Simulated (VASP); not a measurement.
# BN (F-43m) in VASP: a series of runs

BN is run at these levels: LDA; tasks: single point.

Program: VASP 6.6.1. These are calculated values, not measurements. Logs are shortened: lines on timing, memory, paths and dates and some standing lists are left out, and cuts for length are marked.

## (1) The cell of the first run

It takes space group F-43m (No. 216, cubic). Conventional cell: a = 3.626 Å, b = 3.626 Å, c = 3.626 Å, α = 90.00°, β = 90.00°, γ = 90.00°. Within 2.1 Å of B (site symmetry -43m) lie 4 N at 1.57 Å. N (site symmetry -43m) has 4 B at 1.57 Å within 2.1 Å.

## (2) Single point, LDA

INCAR

```
SYSTEM = BN
PREC = Accurate
ENCUT = 520
EDIFF = 1E-7
ISMEAR = 0
SIGMA = 0.05
LREAL = .False.
LASPH = .True.
NELM = 60
ALGO = Normal
ISIF = 2
LWAVE = .False.
LCHARG = .False.
NBANDS = 11
```

KPOINTS

```
Automatic mesh
0
Gamma
  12 12 12
  0 0 0
```

POSCAR

```
BN
1.0
    0.0000000000      1.8130010000      1.8130010000
    1.8130010000      0.0000000000      1.8130010000
    1.8130010000      1.8130010000      0.0000000000
B N
1 1
Direct
    0.0000000000      0.0000000000      0.0000000000
    0.7500000000      0.7500000000      0.7500000000
```

Potentials or basis: VASP PAW LDA potentials, release 64 (B, N).

The run is started by

```
$ cat potpaw_LDA.64/B/POTCAR potpaw_LDA.64/N/POTCAR > POTCAR
$ mpirun -np 1 vasp_std > vasp.out
```

OUTCAR:

```text
SYSTEM = BN
   PREC = Accurate
   ENCUT = 520
   EDIFF = 1E-7
   ISMEAR = 0
   LREAL = .False.
   LASPH = .True.
   NELM = 60
   ISIF = 2

 ion  position               nearest neighbor table
   1  0.000  0.000  0.000-   2 1.57   2 1.57   2 1.57   2 1.57
   2  0.750  0.750  0.750-   1 1.57   1 1.57   1 1.57   1 1.57

  LATTYP: Found a face centered cubic cell.
 ALAT       =     3.6260020000

  Lattice vectors:

 A1 = (   0.0000000000,   1.8130010000,   1.8130010000)
 A2 = (   1.8130010000,   0.0000000000,   1.8130010000)
 A3 = (   1.8130010000,   1.8130010000,   0.0000000000)

Analysis of symmetry for initial positions (statically):
=====================================================================
 Subroutine PRICEL returns:
 Original cell was already a primitive cell.

 Routine SETGRP: Setting up the symmetry group for a
 face centered cubic supercell.

 Subroutine GETGRP returns: Found 24 space group operations
 (whereof 24 operations were pure point group operations)
 out of a pool of 48 trial point group operations.

The static configuration has the point symmetry T_d .

Analysis of symmetry for dynamics (positions and initial velocities):
=====================================================================
 Subroutine PRICEL returns:
 Original cell was already a primitive cell.

 Routine SETGRP: Setting up the symmetry group for a
 face centered cubic supercell.

 Subroutine GETGRP returns: Found 24 space group operations
 (whereof 24 operations were pure point group operations)
 out of a pool of 48 trial point group operations.

The dynamic configuration has the point symmetry T_d .

 Subroutine INISYM returns: Found 24 space group operations
 (whereof 24 operations are pure point group operations),
 and found     1 'primitive' translations

----------------------------------------------------------------------------------------

                                     Primitive cell

  volume of cell :      11.9186

  direct lattice vectors                    reciprocal lattice vectors
     0.000000000  1.813001000  1.813001000    -0.275785838  0.275785838  0.275785838
     1.813001000  0.000000000  1.813001000     0.275785838 -0.275785838  0.275785838
     1.813001000  1.813001000  0.000000000     0.275785838  0.275785838 -0.275785838

  length of vectors
     2.563970603  2.563970603  2.563970603     0.477675083  0.477675083  0.477675083

  position of ions in fractional coordinates (direct lattice)
     0.000000000  0.000000000  0.000000000
     0.750000000  0.750000000  0.750000000

[... 85 lines left out ...]
   TEBEG  =    0.0;   TEEND  =   0.0 temperature during run
   PSTRESS=    0.0 pullay stress
   NELECT =       8.0000    total number of electrons
   NUPDOWN=      -1.0000    fix difference up-down
   EMIN   =  10.00;   EMAX   =-10.00  energy-range for DOS
   EFERMI =   0.00;   METHOD = LEGACY
   ISMEAR =     0;   SIGMA  =   0.05  broadening in eV -4-tet -1-fermi 0-gaus
   EFERMI_NEDOS =   21; number of points for ismear=-14 and -15
   IALGO  =     38    algorithm
   IMIX   =      4    mixing-type and parameters
     AMIX     =   0.40;   BMIX     =  1.00
     AMIX_MAG =   1.60;   BMIX_MAG =  1.00
  volume/ion in A,a.u.               =       5.96        40.22
  Fermi-wavevector in a.u.,A,eV,Ry     =   1.433387  2.708709 27.954506  2.054598
  Thomas-Fermi vector in A             =   2.552911
   LORBIT       =      0    0 simple, 1 ext, 2 COOP (PROOUT), +10 PAW based schemes
   GGA     = CA    functional components
   LHFCALC =     F    Hartree Fock is set to
   AEXX    =    0.0000 exact exchange contribution
   IVDW    =     0    specifies the selected vdW correction
   LEPSILON=     F    determine dielectric tensor
   LRPA    =     F    only Hartree local field effects (RPA)
 non-spin polarized calculation
 Gauss-broadening in eV      SIGMA  =   0.05
  energy-cutoff  :      520.00
  volume of cell :       11.92
 maximum number of plane-waves:       332
   NGX =  9   NGY =  9   NGZ =  9

 number of electron       8.0000000 magnetization

 Free energy of the ion-electron system (eV)
  ---------------------------------------------------
  ext. energy  EPLUGINS =         0.00000000
  ---------------------------------------------------
  free energy    TOTEN  =       -19.39678812 eV

  energy without entropy =      -19.39678812  energy(sigma->0) =      -19.39678812

 E-fermi :   7.5649     XC(G=0): -13.0610

 val. band max:        7.2754399954   @ k =   0.0000   0.0000   0.0000
 cond. band min:      11.6080670077   @ k =   0.5000   0.5000   0.0000
 fundamental gap:      4.3326270123
 Fermi energy:         7.5648996938

 k-point     1 :       0.0000    0.0000    0.0000
  band No.  band energies     occupation
      1     -12.6912      2.00000
      2       7.2754      2.00000
      3       7.2754      2.00000
      4       7.2754      2.00000
      5      15.9156      0.00000
      6      15.9156      0.00000
      7      15.9156      0.00000
      8      17.5683      0.00000
      9      31.5937      0.00000
     10      34.9510      0.00000
     11      34.9510      0.00000
[... 309 lines left out ...]
 k-point    24 :      -0.4167    0.1667    0.0000
  band No.  band energies     occupation
      1      -8.0882      2.00000
      2      -2.6641      2.00000
      3       3.1895      2.00000
      4       4.7197      2.00000
      5      16.4179      0.00000
      6      19.3031      0.00000
      7      19.3390      0.00000
      8      22.6761      0.00000
      9      27.8946      0.00000
     10      32.3370      0.00000
     11      33.4842      0.00000

 [... further k-points ...]

------------------------ aborting loop because EDIFF is reached ----------------------------------------

  FORCE on cell =-STRESS in cart. coord.  units (eV):
  Direction    XX          YY          ZZ          XY          YZ          ZX
  --------------------------------------------------------------------------------------
  -------------------------------------------------------------------------------------
  Total       -0.9945128     -0.9945128     -0.9945128      0.0000000      0.0000000      0.0000000
  in kB     -133.6893619   -133.6893619   -133.6893619      0.0000000      0.0000000      0.0000000
  external PRESSURE =    -133.6893619 kB  Pullay stress =       0.0000000 kB

 VOLUME and BASIS-vectors are now :
 -----------------------------------------------------------------------------
  energy-cutoff  :      520.00
  volume of cell :       11.92
      direct lattice vectors                 reciprocal lattice vectors
     0.000000000  1.813001000  1.813001000    -0.275785838  0.275785838  0.275785838
     1.813001000  0.000000000  1.813001000     0.275785838 -0.275785838  0.275785838
     1.813001000  1.813001000  0.000000000     0.275785838  0.275785838 -0.275785838

 POSITION                                       TOTAL-FORCE (eV/Angst)
 -----------------------------------------------------------------------------------
      0.00000      0.00000      0.00000         0.000000     -0.000000     -0.000000
      2.71950      2.71950      2.71950        -0.000000      0.000000      0.000000
 -----------------------------------------------------------------------------------
    total drift:                                0.000000      0.000000      0.000000

  FREE ENERGIE OF THE ION-ELECTRON SYSTEM (eV)
  ---------------------------------------------------
  free  energy   TOTEN  =       -19.3967881206 eV

  energy  without entropy=      -19.3967881206  energy(sigma->0) =      -19.39678812
```

OSZICAR:

```text
N       E                     dE             d eps       ncg     rms          rms(c)
DAV:   1     0.705041753612E+01    0.70504E+01   -0.50114E+03  1624   0.720E+02
DAV:   2    -0.200833012682E+02   -0.27134E+02   -0.26468E+02  1912   0.150E+02
DAV:   3    -0.205102406001E+02   -0.42694E+00   -0.42626E+00  1848   0.157E+01
DAV:   4    -0.205106734311E+02   -0.43283E-03   -0.43283E-03  1719   0.623E-01
DAV:   5    -0.205106738697E+02   -0.43864E-06   -0.43862E-06  1827   0.184E-02    0.645E+00
DAV:   6    -0.195332826277E+02    0.97739E+00   -0.32693E+00  1587   0.101E+01    0.305E+00
DAV:   7    -0.194283827129E+02    0.10490E+00   -0.77843E-02  1818   0.230E+00    0.176E+00
DAV:   8    -0.193969617524E+02    0.31421E-01   -0.43985E-02  1755   0.142E+00    0.172E-01
DAV:   9    -0.193968043078E+02    0.15744E-03   -0.94110E-04  1737   0.261E-01    0.818E-02
DAV:  10    -0.193967876721E+02    0.16636E-04   -0.48018E-05  1761   0.634E-02    0.144E-02
DAV:  11    -0.193967881600E+02   -0.48791E-06   -0.12081E-06  1752   0.774E-03    0.639E-03
DAV:  12    -0.193967881206E+02    0.39367E-07   -0.37337E-07  1337   0.350E-03
   1 F= -.19396788E+02 E0= -.19396788E+02  d E =-.136351E-18
```

stdout:

```text
POSCAR found type information on POSCAR B N
 POSCAR found :  2 types and       2 ions
 scaLAPACK will be used
 LDA part: xc-table for (Slater(with rela. corr.)+CA(PZ))
 , standard interpolation
 POSCAR, INCAR and KPOINTS ok, starting setup
 FFT: planning ... GRIDC
 FFT: planning ... GRID_SOFT
 FFT: planning ... GRID
 WAVECAR not read
 entering main loop
```

Wall time 6.5 s (1 thread of Intel Xeon 6975P-C, shared host); peak memory 0.12 GiB.

What came out:

* Free energy: -19.3968 eV
* Pressure: -13.4 GPa
* Band gap on the k mesh: 4.33 eV, indirect (least direct gap 8.64 eV)

Levels at points of the mesh, in eV from the valence-band top:
```tsv
k point	band 1	band 2	band 3	band 4	band 5	band 6	band 7	band 8
(0.00, 0.00, 0.00)	-19.97	0.00	0.00	0.00	8.64	8.64	8.64	10.29
(0.50, 0.00, 0.00)	-15.73	-10.63	-1.93	-1.93	10.09	10.51	10.51	14.92
(0.50, 0.50, 0.00)	-14.36	-8.83	-4.88	-4.88	4.33	9.09	17.56	17.56
```

A k mesh can miss the band edges. A hybrid or GW would open this gap; LDA tends to underestimate it.

## (3) Single point, LDA

This run uses another cell than the first one: it holds 12 atoms, not 2.

INCAR

```
PREC = Accurate
ENCUT = 520
EDIFF = 1E-7
ISMEAR = 0
SIGMA = 0.05
LREAL = F
LASPH = T
NELM = 60
ALGO = Normal
ISIF = 2
LWAVE = F
LCHARG = F
GGA = CA
NBANDS = 36
```

KPOINTS

```
Automatic mesh
0
Gamma
  10 10 2
```

POSCAR

```
BN
1.0
    1.8130010000     -1.8130010000      0.0000000000
    1.8130010000      0.0000000000     -1.8130010000
    7.2520040000      7.2520040000      7.2520040000
B N
6 6
Direct
    0.6666666667      0.6666666667      0.1666666667
    0.0000000000      0.0000000000      0.0000000000
    0.3333333333      0.3333333333      0.3333333333
    0.6666666667      0.6666666667      0.6666666667
    0.0000000000      0.0000000000      0.5000000000
    0.3333333333      0.3333333333      0.8333333333
    0.6666666667      0.6666666667      0.5416666667
    1.0000000000      1.0000000000      0.3750000000
    0.3333333333      0.3333333333      0.7083333333
    0.6666666667      0.6666666667      0.0416666667
    0.0000000000      0.0000000000      0.8750000000
    0.3333333333      0.3333333333      0.2083333333
```

Potentials or basis: VASP PAW LDA potentials, release 64 (B, N).

The run is started by

```
$ cat potpaw_LDA.64/B/POTCAR potpaw_LDA.64/N/POTCAR > POTCAR
$ mpirun -np 1 vasp_std > vasp.out
```

It took 1.9 min on 1 thread of AMD EPYC 7R43 (Zen 3), shared host; peak memory 0.15 GiB.

The run converged. Its results:

| Item | Value |
| --- | --- |
| Free energy | -116.3808 eV |
| Pressure | -13.4 GPa |
| Band gap on the k mesh | 4.33 eV |

Levels at points of the mesh, in eV from the valence-band top:
| k point | band 22 | band 23 | band 24 | band 25 | band 26 | band 27 |
| --- | --- | --- | --- | --- | --- | --- |
| (0.00, 0.00, 0.00) | 0.00 | 0.00 | 0.00 | 8.64 | 8.64 | 8.64 |
| (0.50, 0.00, 0.00) | -2.87 | -1.93 | -1.93 | 4.33 | 6.09 | 6.09 |
| (0.00, 0.00, 0.50) | -0.18 | -0.18 | -0.18 | 8.86 | 8.86 | 8.91 |
| (0.50, 0.00, 0.50) | -2.44 | -2.20 | -2.20 | 4.89 | 4.89 | 7.39 |

A k mesh can miss the band edges.
